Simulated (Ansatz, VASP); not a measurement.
## Two plane-wave programs on Re

```xyz
2
Lattice="2.7791 0.0000 0.0000 -1.3895 2.4068 0.0000 0.0000 0.0000 4.4877" Properties=species:S:1:pos:R:3 pbc="T T T"
Re    1.3895    0.8023    3.3658
Re    0.0000    1.6045    1.1219
```

Alike in both runs: task single point; functional BLYP; dispersion D3(BJ); k mesh 11 × 11 × 6; occupations fermi-dirac, width 0.05 eV; no spin polarisation.

```csv
,VASP,Ansatz
version,VASP 6.6.1,Ansatz 0.2.0
potentials or method,"VASP PAW PBE potentials, release 64 (Re_sv_GW)",Ansatz PAW
plane-wave cutoff (eV),560,420
valence electrons in the cell,30,30
```

|  | VASP | Ansatz | Ansatz less VASP |
| --- | --- | --- | --- |
| gap on the k mesh at the Fermi level (eV) | none | none | - |
| pressure (GPa) | -5.5 | -5.6 | -0.10 |
| traceless stress, the component that is largest in VASP (GPa) | -0.63 | -0.55 | +0.084 |

VASP's potentials were made for PBE, not for BLYP. A gap of «none» marks a metal or a gap that the smearing closes.

Neither program's run includes spin-orbit coupling.
